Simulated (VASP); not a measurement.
# Al12SbN11 (a cell with a defect) in VASP: relaxation of the atoms with PBEsol

Aim: the relaxation of the atoms of Al12SbN11 (a cell with a defect) with PBEsol.

Program: VASP 6.6.1. These are calculated values, not measurements. Logs are shortened: lines on timing, memory, paths and dates and some standing lists are left out, and cuts for length are marked.

### 1 The cell of the first run

The cell holds a defect, 24 atoms: a = 6.191 Å, b = 6.191 Å, c = 9.287 Å, α = 60.00°, β = 60.00°, γ = 60.00°.

### 2 Relaxation of the atoms, PBEsol, collinear spin

INCAR reads:

```
  ALGO = Normal
  EDIFF = 1E-7
  EDIFFG = -0.03
  ENCUT = 520
  GGA = PS
  GGA_COMPAT = False
  IBRION = 2
  ISIF = 2
  ISMEAR = -1
  ISPIN = 2
  ISYM = 0
  LASPH = True
  LCHARG = False
  LORBIT = 11
  LREAL = False
  LWAVE = False
  MAGMOM = 0 0 0.2 0 0 0.2 0 0.2 0 0 0.2 0 0 0 0 0 0 0 0 0 0 0 0 0.2
  NELECT = 97.0
  NELM = 200
  NELMIN = 4
  NSW = 100
  PREC = Accurate
  SIGMA = 0.05
```

KPOINTS reads:

```
Automatic mesh
0
Gamma
  1 1 1
  0.25 0.25 0.25
```

POSCAR reads:

```
Al12SbN11
1.0
    0.0000000000      4.3777220000      4.3777220000
    4.3777220000      0.0000000000      4.3777220000
    6.5665830000      6.5665830000      0.0000000000
Al N Sb
12 11 1
Direct
    0.0027090000      0.0017020000      0.0037820000
    0.0043040000      0.9884010000      0.6672390000
    0.4971580000      0.5030430000      0.3339180000
    0.0035980000      0.9910040000      0.3364380000
    0.5018950000      0.5021410000      0.9985830000
    0.5066340000      0.4926130000      0.6669980000
    0.0040420000      0.5037490000      0.9955220000
    0.4917050000      0.0049200000      0.3368080000
    0.0023000000      0.5054640000      0.6673200000
    0.5057750000      0.9918180000      0.0018250000
    0.9984710000      0.4994840000      0.3332360000
    0.5127710000      0.9935500000      0.6664890000
    0.1310480000      0.1212170000      0.0817130000
    0.1272390000      0.1171300000      0.7501910000
    0.1282770000      0.1304320000      0.4083640000
    0.6259640000      0.6223520000      0.0878780000
    0.6197350000      0.6286670000      0.7536920000
    0.1197310000      0.6303480000      0.0845860000
    0.6230820000      0.1243760000      0.4166670000
    0.1289590000      0.6280120000      0.7497030000
    0.6246050000      0.1249750000      0.0821980000
    0.1262890000      0.6260120000      0.4144440000
    0.6255130000      0.1162150000      0.7548260000
    0.6269680000      0.6333300000      0.4147870000
```

Potentials or basis: VASP PAW PBE potentials, release 64 (Al, N, Sb).

On the command line:

```console
$ cat potpaw_PBE.64/Al/POTCAR potpaw_PBE.64/N/POTCAR potpaw_PBE.64/Sb/POTCAR > POTCAR
$ mpirun -np 1 vasp_std > vasp.out
```

OUTCAR:

```text
EDIFF = 1E-7
   EDIFFG = -0.03
   ENCUT = 520
   GGA = PS
   IBRION = 2
   ISIF = 2
   ISMEAR = -1
   ISPIN = 2
   ISYM = 0
   LASPH = True
   LORBIT = 11
   LREAL = False
   NELECT = 97.0
   NELM = 200
   NELMIN = 4
   NSW = 100
   PREC = Accurate

 ion  position               nearest neighbor table
   1  0.003  0.002  0.004-  13 1.84  18 1.88  21 1.91  14 1.92   4 3.06   7 3.07  10 3.08  11 3.08
                             5 3.09   5 3.10  10 3.12   7 3.12   9 3.12   8 3.13  12 3.15   2 3.16
   2  0.004  0.988  0.667-  20 1.82  14 1.90  23 1.92  15 1.96   9 3.00   7 3.02  12 3.03   8 3.04
                             4 3.07   6 3.09  10 3.10   6 3.10  11 3.13  12 3.16   1 3.16   9 3.20
   3  0.497  0.503  0.334-  16 1.87  22 1.87  19 1.91  24 1.93   4 3.04  10 3.06   9 3.08   8 3.09
                            11 3.09   6 3.09  11 3.10   5 3.10   8 3.10  12 3.12   7 3.14   4 3.15
   4  0.004  0.991  0.336-  22 1.85  15 1.88  19 1.92  13 1.93   3 3.04   9 3.04  12 3.05   1 3.06
                             2 3.07   8 3.07  11 3.07  10 3.11  11 3.12   8 3.13   3 3.15   7 3.17
   5  0.502  0.502  0.999-  17 1.86  21 1.91  16 1.91  18 1.93  10 3.06  12 3.06   9 3.09   7 3.09
                             1 3.09   6 3.09   7 3.10   1 3.10   3 3.10   8 3.11  11 3.11  10 3.13
   6  0.507  0.493  0.667-  23 1.90  20 1.91  24 1.91  17 1.92  11 3.07  12 3.07   7 3.08   9 3.08
                             2 3.09   3 3.09   5 3.09   2 3.10  10 3.10   9 3.11  12 3.12   8 3.12
   7  0.004  0.504  0.996-  20 1.86  18 1.90  16 1.91  13 1.93   2 3.02   9 3.05  10 3.05   1 3.07
                             6 3.08   5 3.09   5 3.10  11 3.11   1 3.12  10 3.14   3 3.14   4 3.17
   8  0.492  0.005  0.337-  15 1.84  19 1.87  24 1.88  21 1.93   2 3.04  11 3.06   4 3.07   3 3.09
                            12 3.09   3 3.10  10 3.11   5 3.11   6 3.12   4 3.13   1 3.13  11 3.13
   9  0.002  0.505  0.667-  20 1.88  22 1.92  17 1.93  14 1.96   2 3.00  12 3.03   4 3.04   7 3.05
                             3 3.08   6 3.08   5 3.09   6 3.11   1 3.12  11 3.13  12 3.16   2 3.20
  10  0.506  0.992  0.002-  16 1.87  23 1.87  21 1.88  13 1.89   7 3.05   3 3.06   5 3.06   1 3.08
                            12 3.09   2 3.10   6 3.10   4 3.11   8 3.11   1 3.12   5 3.13   7 3.14
  11  0.998  0.499  0.333-  15 1.87  24 1.88  18 1.89  22 1.90   8 3.06   6 3.07   4 3.07   1 3.08
                             3 3.09   3 3.10   7 3.11   5 3.11   4 3.12   9 3.13   2 3.13   8 3.13
  12  0.513  0.994  0.666-  17 1.85  23 1.86  19 1.90  14 1.95   9 3.03   2 3.03   4 3.05   5 3.06
                             6 3.07  10 3.09   8 3.09   6 3.12   3 3.12   1 3.15   2 3.16   9 3.16
  13  0.131  0.121  0.082-   1 1.84  10 1.89   4 1.93   7 1.93
  14  0.127  0.117  0.750-   2 1.90   1 1.92  12 1.95   9 1.96
  15  0.128  0.130  0.408-   8 1.84  11 1.87   4 1.88   2 1.96
  16  0.626  0.622  0.088-   3 1.87  10 1.87   7 1.91   5 1.91
  17  0.620  0.629  0.754-  12 1.85   5 1.86   6 1.92   9 1.93
  18  0.120  0.630  0.085-   1 1.88  11 1.89   7 1.90   5 1.93
  19  0.623  0.124  0.417-   8 1.87  12 1.90   3 1.91   4 1.92
  20  0.129  0.628  0.750-   2 1.82   7 1.86   9 1.88   6 1.91
  21  0.625  0.125  0.082-  10 1.88   5 1.91   1 1.91   8 1.93
  22  0.126  0.626  0.414-   4 1.85   3 1.87  11 1.90   9 1.92
  23  0.626  0.116  0.755-  12 1.86  10 1.87   6 1.90   2 1.92
  24  0.627  0.633  0.415-  11 1.88   8 1.88   6 1.91   3 1.93   4 3.57

IMPORTANT INFORMATION: All symmetrisations will be switched off!
NOSYMM: (Re-)initialisation of all symmetry stuff for point group C_1.

----------------------------------------------------------------------------------------

                                     Primitive cell

  volume of cell :     251.6899

  direct lattice vectors                    reciprocal lattice vectors
     0.000000000  4.377722000  4.377722000    -0.114214653  0.114214653  0.114214653
     4.377722000  0.000000000  4.377722000     0.114214653 -0.114214653  0.114214653
     6.566583000  6.566583000  0.000000000     0.076143102  0.076143102 -0.076143102

  length of vectors
     6.191033825  6.191033825  9.286550737     0.197825582  0.197825582  0.131883722

  position of ions in fractional coordinates (direct lattice)
     0.002709000  0.001702000  0.003782000
     0.004304000  0.988401000  0.667239000
     0.497158000  0.503043000  0.333918000
     0.003598000  0.991004000  0.336438000
     0.501895000  0.502141000  0.998583000
     0.506634000  0.492613000  0.666998000
[... 16 lines left out ...]
     0.625513000  0.116215000  0.754826000
     0.626968000  0.633330000  0.414787000

  ion indices of the primitive-cell ions
   primitive index   ion index
                 1           1
                 2           2
                 3           3
                 4           4
                 5           5
                 6           6
[... 106 lines left out ...]

 number of electron      97.0000000 magnetization       0.8577826

 Free energy of the ion-electron system (eV)
  ---------------------------------------------------
  ext. energy  EPLUGINS =         0.00000000
  ---------------------------------------------------
  free energy    TOTEN  =      -147.09498516 eV

  energy without entropy =     -147.06932808  energy(sigma->0) =     -147.08215662

------------------------ aborting loop because EDIFF is reached ----------------------------------------

  FORCE on cell =-STRESS in cart. coord.  units (eV):
  Direction    XX          YY          ZZ          XY          YZ          ZX
  --------------------------------------------------------------------------------------
  -------------------------------------------------------------------------------------
  Total       70.9785022     71.4277874     54.1192001    -13.7706544     -0.4472015      2.4092602
  in kB      451.8264194    454.6864248    344.5055002    -87.6595769     -2.8467414     15.3365789
  external PRESSURE =     417.0061148 kB  Pullay stress =       0.0000000 kB
[... 45 lines left out ...]
--------------------------------------- Ionic step        2  -------------------------------------------

 number of electron      96.9999999 magnetization       1.0879561

 E-fermi :  10.1506     XC(G=0): -11.3584

 val. band max:       10.0350631928   @ k =   0.2500   0.2500   0.2500
 cond. band min:      10.2626061868   @ k =   0.2500   0.2500   0.2500
 fundamental gap:      0.2275429940
 Fermi energy:        10.1506142308

 spin component 1

 k-point     1 :       0.2500    0.2500    0.2500
  band No.  band energies     occupation
      1      -8.6941      1.00000
      2      -7.5939      1.00000
      3      -7.3298      1.00000
      4      -7.1220      1.00000
      5      -6.7712      1.00000
      6      -6.6495      1.00000
[... 118 lines left out ...]
     59      13.6836      0.00000
     60      14.1520      0.00000
 [bands above 60 left out]

------------------------ aborting loop because EDIFF is reached ----------------------------------------

  FORCE on cell =-STRESS in cart. coord.  units (eV):
  Direction    XX          YY          ZZ          XY          YZ          ZX
  --------------------------------------------------------------------------------------
  -------------------------------------------------------------------------------------
  Total       76.6457137     75.6165266     64.4926793    -24.6967189     14.9311916     15.5797059
  in kB      487.9020728    481.3505976    410.5397474   -157.2114049     95.0471852     99.1754197
  external PRESSURE =     459.9308059 kB  Pullay stress =       0.0000000 kB
[... 97 lines left out ...]
  FREE ENERGIE OF THE ION-ELECTRON SYSTEM (eV)
  ---------------------------------------------------
  free  energy   TOTEN  =      -158.9196841971 eV

  energy  without entropy=     -158.8798408875  energy(sigma->0) =     -158.89976254

[... ionic steps 4 to 24 ...]

--------------------------------------- Ionic step       25  -------------------------------------------

 number of electron      97.0000001 magnetization       0.9874833

------------------------ aborting loop because EDIFF is reached ----------------------------------------
[... 111 lines left out ...]
--------------------------------------- Ionic step       27  -------------------------------------------

 number of electron      97.0000001 magnetization       0.9877205

 Free energy of the ion-electron system (eV)
  ---------------------------------------------------
  ext. energy  EPLUGINS =         0.00000000
  ---------------------------------------------------
  free energy    TOTEN  =      -160.27816031 eV

  energy without entropy =     -160.26895658  energy(sigma->0) =     -160.27355844

 E-fermi :   9.5501     XC(G=0): -11.3781

 val. band max:        9.3247710584   @ k =   0.2500   0.2500   0.2500
 cond. band min:       9.7527417695   @ k =   0.2500   0.2500   0.2500
 fundamental gap:      0.4279707111
 Fermi energy:         9.5500602003

 spin component 1

 k-point     1 :       0.2500    0.2500    0.2500
  band No.  band energies     occupation
      1      -8.3588      1.00000
      2      -7.0700      1.00000
      3      -6.9430      1.00000
      4      -6.8064      1.00000
      5      -6.5609      1.00000
      6      -6.4344      1.00000
[... 118 lines left out ...]
     59      14.0424      0.00000
     60      14.6308      0.00000
 [bands above 60 left out]

------------------------ aborting loop because EDIFF is reached ----------------------------------------

  FORCE on cell =-STRESS in cart. coord.  units (eV):
  Direction    XX          YY          ZZ          XY          YZ          ZX
  --------------------------------------------------------------------------------------
  -------------------------------------------------------------------------------------
  Total       50.3332745     50.3541573     38.9026286     -9.8293248      0.6209754      0.5940693
  in kB      320.4055101    320.5384429    247.6416777    -62.5703347      3.9529303      3.7816552
  external PRESSURE =     296.1952102 kB  Pullay stress =       0.0000000 kB
[... 39 lines left out ...]
  FREE ENERGIE OF THE ION-ELECTRON SYSTEM (eV)
  ---------------------------------------------------
  free  energy   TOTEN  =      -160.2781603089 eV

  energy  without entropy=     -160.2689565785  energy(sigma->0) =     -160.27355844

 reached required accuracy - stopping structural energy minimisation

 total charge

# of ion       s       p       d       tot
------------------------------------------
    1        0.366   0.457   0.000   0.823
    2        0.365   0.438   0.000   0.803
    3        0.400   0.545   0.000   0.945
    4        0.371   0.472   0.000   0.843
    5        0.383   0.509   0.000   0.892
    6        0.385   0.505   0.000   0.890
[... 16 lines left out ...]
   23        1.218   2.654   0.000   3.872
   24        1.145   1.919   0.044   3.108
--------------------------------------------------
tot         19.108  37.097   0.044  56.249

 magnetization (x)

# of ion       s       p       d       tot
------------------------------------------
    1        0.002   0.006   0.000   0.008
    2        0.000   0.002   0.000   0.002
    3        0.006   0.020   0.000   0.027
    4        0.003   0.007   0.000   0.010
    5        0.001   0.002   0.000   0.003
    6        0.001   0.004   0.000   0.005
[... 16 lines left out ...]
   23        0.003   0.001   0.000   0.004
   24        0.001   0.004   0.000   0.005
--------------------------------------------------
tot          0.089   0.263   0.000   0.353
```

Wall time 51 min (1 thread of Intel Xeon 8259CL, shared host); peak memory 0.54 GiB.

Results:

* Free energy: -160.2782 eV
* Energy gained by relaxing: 549.3 meV/atom
* Ionic steps: 27
* Largest force after relaxing: 0.026 eV/Å
* Net moment: 0.99 μB per cell
* Site moments: Al +0.01, +0.00, +0.03 (each value once); N +0.00, +0.05, +0.04, +0.01, +0.03 (each value once); Sb +0.01 μB
* Valence electrons inside the program's atomic spheres: Al 0.82, 0.80, 0.94, 0.84, 0.89, 0.85, 0.92 (each value once); N 3.84, 3.86, 3.90, 3.94, 3.88, 3.91, 3.87 (each value once); Sb 3.11

Forces in eV/Å, atoms in the order of the input:
```
Al   0.008  0.004 -0.015
Al  -0.006 -0.004 -0.005
Al   0.011  0.003  0.017
Al  -0.004 -0.008  0.012
Al   0.009  0.006 -0.008
Al  -0.009  0.002 -0.011
Al  -0.008  0.001 -0.007
Al   0.002 -0.002  0.003
Al  -0.008  0.002  0.005
Al   0.005 -0.007 -0.013
Al  -0.002  0.002  0.008
Al   0.001 -0.003  0.007
N   -0.006 -0.009 -0.006
N   -0.001  0.001  0.001
N   -0.006 -0.006  0.000
N   -0.001  0.003 -0.010
N   -0.011 -0.008  0.022
N    0.005 -0.007  0.003
N    0.009  0.010 -0.001
N   -0.001 -0.004  0.001
N    0.001  0.003 -0.003
N    0.009  0.008  0.004
N   -0.008  0.007 -0.004
Sb   0.009  0.004  0.002
```

Step by step:
| step | energy change (eV) | largest force (eV/Å) | pressure (GPa) |
| --- | --- | --- | --- |
| 1 | 0.0000 | 19.1136 | 41.70 |
| 2 | 8.7509 | 44.6613 | 45.99 |
| 3 | -11.8247 | 3.3022 | 31.43 |
| 4 | -11.9753 | 2.9311 | 31.54 |
| 5 | -11.9965 | 2.8054 | 31.68 |
| 6 | -11.9974 | 2.8463 | 31.63 |
| 7 | -12.9148 | 1.3701 | 30.14 |
| 8 | -12.9474 | 1.0040 | 30.17 |
| 9 | -13.0892 | 0.5818 | 30.01 |
| 10 | -13.0896 | 0.6411 | 30.01 |
| 11 | -13.1435 | 0.3235 | 29.89 |
| 12 | -13.1461 | 0.3846 | 29.86 |
| 13 | -13.1690 | 0.1425 | 29.76 |
| 14 | -13.1698 | 0.1471 | 29.74 |
| 15 | -13.1752 | 0.0993 | 29.71 |
| 16 | -13.1753 | 0.1186 | 29.71 |
| 17 | -13.1773 | 0.0781 | 29.70 |
| 18 | -13.1774 | 0.1044 | 29.70 |
| 19 | -13.1790 | 0.0614 | 29.69 |
| 20 | -13.1793 | 0.0731 | 29.68 |
| 21 | -13.1806 | 0.0591 | 29.67 |
| 22 | -13.1813 | 0.0726 | 29.65 |
| 23 | -13.1822 | 0.0400 | 29.63 |
| 24 | -13.1823 | 0.0449 | 29.62 |
| 25 | -13.1829 | 0.0303 | 29.62 |
| 26 | -13.1830 | 0.0346 | 29.61 |
| 27 | -13.1832 | 0.0261 | 29.62 |

Final structure:
```xyz
24
Lattice="0.0000 4.3777 4.3777 4.3777 0.0000 4.3777 6.5666 6.5666 0.0000" Properties=species:S:1:pos:R:3 pbc="T T T"
Al    6.5252    6.5373    0.0319
Al    8.7403    8.7491    8.7384
Al    4.1710    4.1825    4.1757
Al    6.5628    6.5751    8.7227
Al    8.7669    8.7779    4.4378
Al    6.8745    6.8814    4.0918
Al    2.2422    4.3897    6.5109
Al    2.3455    4.1244    2.4400
Al    6.5578    4.3680    2.2091
Al    4.3782    2.2523    6.5127
Al    4.1129    2.3581    2.4390
Al    4.3585    6.5665    2.2101
N     1.0916    1.1032    1.0901
N     5.4403    5.4499    1.1390
N     3.2568    3.2690    1.0482
N     3.2596    3.2697    5.4903
N     7.7386    7.7471    5.5220
N     3.1821    1.0329    3.3914
N     3.2664    5.5132    3.2975
N     7.7454    5.4929    3.1937
N     1.0208    3.1934    3.3930
N     5.5020    3.2786    3.2966
N     5.4843    7.7528    3.1952
Sb    5.5389    5.5505    5.4416
```

Levels at points of the mesh, in eV from the Fermi level:
Spin up:
```csv
k point,band 45,band 46,band 47,band 48,band 49,band 50,band 51,band 52,band 53,band 54
"(0.25, 0.25, 0.25)",-3.29,-1.59,-1.01,-0.56,-0.25,1.14,1.93,2.36,2.70,2.72
```
Spin down:
```csv
k point,band 46,band 47,band 48,band 49,band 50,band 51
"(0.25, 0.25, 0.25)",-1.54,-0.97,-0.23,0.20,1.29,2.02
```

Caveat: the k points lie up to 1.24 Å⁻¹ apart, too coarse for converged energies, forces and pressures; the cell carries a net charge on a neutralising background, which shifts energy and pressure; the cell is charged against a uniform background, so pressure and absolute levels hang on convention; the PAW data sets were made with another functional, which shifts forces and pressure a little; spin-orbit coupling is left out, which moves the levels of the heavy elements.
